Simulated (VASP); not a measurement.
# BPd4 (Im-3m) in VASP: a series of runs, part 2 of 2

VASP 6.6.1.

### Step 4. Relaxation of cell and atoms, PBE

INCAR reads:

```
SYSTEM = BPd4
PREC = Accurate
ENCUT = 600
EDIFF = 1E-6
ISMEAR = 0
SIGMA = 0.1
LREAL = .FALSE.
LASPH = .TRUE.
NELM = 60
ALGO = Fast
ISIF = 3
LWAVE = .FALSE.
LCHARG = .FALSE.
GGA = PE
IBRION = 2
NSW = 90
EDIFFG = -0.04
```

KPOINTS reads:

```
Automatic mesh
0
G
  6 6 6
  0 0 0
```

POSCAR reads:

```
BPd4
1.0
   -2.5408907300      2.5408907300      2.5408907300
    2.5408907300     -2.5408907300      2.5408907300
    2.5408907300      2.5408907300     -2.5408907300
B Pd
1 4
Direct
    0.0000000000      0.0000000000      0.0000000000
    0.0000000000      0.0000000000      0.5000000000
    0.0000000000      0.5000000000      0.0000000000
    0.5000000000      0.0000000000      0.0000000000
    0.5000000000      0.5000000000      0.5000000000
```

Potentials or basis: VASP PAW PBE potentials, release 64 (B, Pd).

On the command line:

```bash
$ cat potpaw_PBE.64/B/POTCAR potpaw_PBE.64/Pd/POTCAR > POTCAR
$ mpirun -np 1 vasp_std > vasp.out
```

OUTCAR:

```text
SYSTEM = BPd4
   PREC = Accurate
   ENCUT = 600
   EDIFF = 1E-6
   ISMEAR = 0
   LREAL = .FALSE.
   LASPH = .TRUE.
   NELM = 60
   ISIF = 3
   GGA = PE
   IBRION = 2
   NSW = 90
   EDIFFG = -0.04

 ion  position               nearest neighbor table
   1  0.000  0.000  0.000-   2 2.20   3 2.20   4 2.20   5 2.20   2 2.20   3 2.20   4 2.20   5 2.20

   2  0.000  0.000  0.500-   1 2.20   1 2.20   4 2.54   5 2.54   3 2.54   3 2.54   4 2.54   5 2.54

   3  0.000  0.500  0.000-   1 2.20   1 2.20   4 2.54   5 2.54   2 2.54   2 2.54   5 2.54   4 2.54

   4  0.500  0.000  0.000-   1 2.20   1 2.20   3 2.54   5 2.54   5 2.54   2 2.54   2 2.54   3 2.54

   5  0.500  0.500  0.500-   1 2.20   1 2.20   3 2.54   4 2.54   4 2.54   3 2.54   2 2.54   2 2.54

  LATTYP: Found a body centered cubic cell.
 ALAT       =     5.0817814600

  Lattice vectors:

 A1 = (  -2.5408907300,   2.5408907300,   2.5408907300)
 A2 = (   2.5408907300,  -2.5408907300,   2.5408907300)
 A3 = (   2.5408907300,   2.5408907300,  -2.5408907300)

Analysis of symmetry for initial positions (statically):
=====================================================================
 Subroutine PRICEL returns:
 Original cell was already a primitive cell.

 Routine SETGRP: Setting up the symmetry group for a
 body centered cubic supercell.

 Subroutine GETGRP returns: Found 48 space group operations
 (whereof 48 operations were pure point group operations)
 out of a pool of 48 trial point group operations.

The static configuration has the point symmetry O_h .

Analysis of symmetry for dynamics (positions and initial velocities):
=====================================================================
 Subroutine PRICEL returns:
 Original cell was already a primitive cell.

 Routine SETGRP: Setting up the symmetry group for a
 body centered cubic supercell.

 Subroutine GETGRP returns: Found 48 space group operations
 (whereof 48 operations were pure point group operations)
 out of a pool of 48 trial point group operations.
[... 106 lines left out ...]
   POTIM  = 0.5000    time-step for ionic-motion
   TEBEG  =    0.0;   TEEND  =   0.0 temperature during run
   PSTRESS=    0.0 pullay stress
   NELECT =      43.0000    total number of electrons
   NUPDOWN=      -1.0000    fix difference up-down
   EMIN   =  10.00;   EMAX   =-10.00  energy-range for DOS
   EFERMI =   0.00;   METHOD = LEGACY
   ISMEAR =     0;   SIGMA  =   0.10  broadening in eV -4-tet -1-fermi 0-gaus
   EFERMI_NEDOS =   21; number of points for ismear=-14 and -15
   IALGO  =     68    algorithm
   IMIX   =      4    mixing-type and parameters
     AMIX     =   0.40;   BMIX     =  1.00
     AMIX_MAG =   1.60;   BMIX_MAG =  1.00
  volume/ion in A,a.u.               =      13.12        88.56
  Fermi-wavevector in a.u.,A,eV,Ry     =   1.421974  2.687141 27.511118  2.022010
  Thomas-Fermi vector in A             =   2.542727
   LORBIT       =      0    0 simple, 1 ext, 2 COOP (PROOUT), +10 PAW based schemes
   GGA     = PE    functional components
   LHFCALC =     F    Hartree Fock is set to
   AEXX    =    0.0000 exact exchange contribution
   IVDW    =     0    specifies the selected vdW correction
   LEPSILON=     F    determine dielectric tensor
   LRPA    =     F    only Hartree local field effects (RPA)
 conjugate gradient relaxation of ions
 non-spin polarized calculation
 RMM-DIIS sequential band-by-band and
 Gauss-broadening in eV      SIGMA  =   0.10
  energy-cutoff  :      600.00
  volume of cell :       65.62
 maximum number of plane-waves:      2214
   NGX = 17   NGY = 17   NGZ = 17

--------------------------------------- Ionic step        1  -------------------------------------------

 number of electron      43.0000004 magnetization

 Free energy of the ion-electron system (eV)
  ---------------------------------------------------
  ext. energy  EPLUGINS =         0.00000000
  ---------------------------------------------------
  free energy    TOTEN  =       -26.37615311 eV

  energy without entropy =      -26.36916455  energy(sigma->0) =      -26.37265883

------------------------ aborting loop because EDIFF is reached ----------------------------------------

  FORCE on cell =-STRESS in cart. coord.  units (eV):
  Direction    XX          YY          ZZ          XY          YZ          ZX
  --------------------------------------------------------------------------------------
  -------------------------------------------------------------------------------------
  Total       11.3909565     11.3909565     11.3909565     -0.0000000     -0.0000000     -0.0000000
  in kB      278.1331907    278.1331907    278.1331907     -0.0000000     -0.0000000     -0.0000000
  external PRESSURE =     278.1331907 kB  Pullay stress =       0.0000000 kB
[... 104 lines left out ...]
--------------------------------------- Ionic step        4  -------------------------------------------

 number of electron      43.0000003 magnetization

 Free energy of the ion-electron system (eV)
  ---------------------------------------------------
  ext. energy  EPLUGINS =         0.00000000
  ---------------------------------------------------
  free energy    TOTEN  =       -27.04390779 eV

  energy without entropy =      -27.03510463  energy(sigma->0) =      -27.03950621

 E-fermi :   7.7663     XC(G=0): -12.2233

 val. band max:        7.7311736347   @ k =   0.1667   0.1667   0.0000
 cond. band min:       7.8627753238   @ k =   0.1667   0.1667   0.1667
 fundamental gap:      0.1316016891
 Fermi energy:         7.7663219136

 k-point     1 :       0.0000    0.0000    0.0000
  band No.  band energies     occupation
      1      -1.6751      2.00000
      2       2.5736      2.00000
      3       2.9193      2.00000
      4       2.9193      2.00000
      5       3.3256      2.00000
      6       3.3256      2.00000
[... 469 lines left out ...]
  FREE ENERGIE OF THE ION-ELECTRON SYSTEM (eV)
  ---------------------------------------------------
  free  energy   TOTEN  =       -27.0439077882 eV

  energy  without entropy=      -27.0351046297  energy(sigma->0) =      -27.03950621

 reached required accuracy - stopping structural energy minimisation
```

OSZICAR:

```text
N       E                     dE             d eps       ncg     rms          rms(c)
DAV:   1     0.310022241348E+03    0.31002E+03   -0.24379E+04   800   0.189E+03
DAV:   2    -0.169784831537E+02   -0.32700E+03   -0.32018E+03   902   0.390E+02
DAV:   3    -0.286338901770E+02   -0.11655E+02   -0.11392E+02   899   0.728E+01
[... 52 lines left out ...]
RMM:   4    -0.270438875908E+02   -0.34751E-04   -0.10656E-03   808   0.146E-01    0.499E-02
RMM:   5    -0.270438949817E+02   -0.73909E-05   -0.16423E-04   800   0.807E-02    0.204E-02
RMM:   6    -0.270439065927E+02   -0.11611E-04   -0.46264E-05   770   0.280E-02    0.334E-03
RMM:   7    -0.270439079439E+02   -0.13512E-05   -0.92529E-06   653   0.141E-02    0.163E-03
RMM:   8    -0.270439077882E+02    0.15565E-06   -0.16383E-06   440   0.623E-03
   4 F= -.27043908E+02 E0= -.27039506E+02  d E =-.667755E+00
```

CONTCAR:

```text
BPd4
   1.00000000000000
    -2.6504027655302500    2.6504027655302500    2.6504027655302500
     2.6504027655302500   -2.6504027655302500    2.6504027655302500
     2.6504027655302500    2.6504027655302500   -2.6504027655302500
  B               Pd
     1     4
Direct
     0.0000000000000000    0.0000000000000000    0.0000000000000000
     0.0000000000000000    0.0000000000000000    0.5000000000000000
     0.0000000000000000    0.5000000000000000    0.0000000000000000
     0.5000000000000000    0.0000000000000000    0.0000000000000000
     0.5000000000000000    0.5000000000000000    0.5000000000000000

  0.00000000E+00  0.00000000E+00  0.00000000E+00
  0.00000000E+00  0.00000000E+00  0.00000000E+00
  0.00000000E+00  0.00000000E+00  0.00000000E+00
  0.00000000E+00  0.00000000E+00  0.00000000E+00
  0.00000000E+00  0.00000000E+00  0.00000000E+00
```

Wall time 2.1 min (1 thread of Intel Xeon Platinum 8259CL at 2.50GHz (Skylake/Cascade Lake), shared host); peak memory 0.22 GiB.

What came out:

```
Free energy                            : -27.0439 eV
Relaxed volume                         : 14.89 Å³/atom
Relaxed cell                           : a = 4.591 Å, b = 4.591 Å, c = 4.591 Å, α = 109.47°, β = 109.47°, γ = 109.47°
Space group after relaxing (to 0.05 Å) : Im-3m (No. 229)
Energy gained by relaxing              : 133.6 meV/atom
Ionic steps                            : 4
Pressure after relaxing                : -0.2 GPa
```

Step by step:
```tsv
step	energy change (eV)	largest force (eV/Å)	pressure (GPa)	volume (Å³)
1	0.0000	0.0000	27.81	65.62
2	0.4075	0.0000	-18.22	89.72
3	-0.6667	0.0000	-0.80	74.78
4	-0.6678	0.0000	-0.22	74.47
```

Final structure:
```
B Pd
1.0
    -2.65040    2.65040    2.65040
     2.65040   -2.65040    2.65040
     2.65040    2.65040   -2.65040
B Pd
1 4
Direct
  0.00000 0.00000 0.00000
  0.00000 0.00000 0.50000
  0.00000 0.50000 0.00000
  0.50000 0.00000 0.00000
  0.50000 0.50000 0.50000
```

Levels at points of the mesh, in eV from the Fermi level:
```tsv
k point	band 17	band 18	band 19	band 20	band 21	band 22	band 23	band 24	band 25
(0.00, 0.00, 0.00)	-0.44	-0.44	-0.38	-0.38	-0.38	0.70	0.70	0.70	5.31
(0.50, 0.00, 0.00)	-1.33	-1.31	-1.05	-1.03	-0.97	-0.86	1.58	2.87	3.12
(0.50, 0.50, 0.50)	-0.54	-0.15	-0.15	0.29	0.29	0.79	0.79	3.08	3.08
```

### Step 5. Summary

```csv
task,cell,cutoff (eV),gap on the mesh (eV),pressure (GPa)
single point,"a = 4.401 Å, angles 109.5°, 5 atoms",520,none,27.8
single point,"a = 4.593 Å, angles 109.5°, 5 atoms",520,none,-0.4
relaxation of cell and atoms,"relaxed from a = 4.401 Å, angles 109.5°, 5 atoms",600,none,-0.2
```

Alike in all rows: level PBE; potentials or basis VASP PAW PBE potentials, release 64 (B, Pd); no spin polarisation; k mesh 6 × 6 × 6; smearing gaussian 0.1 eV.

Absolute energies hang on the potentials; compare differences alone.
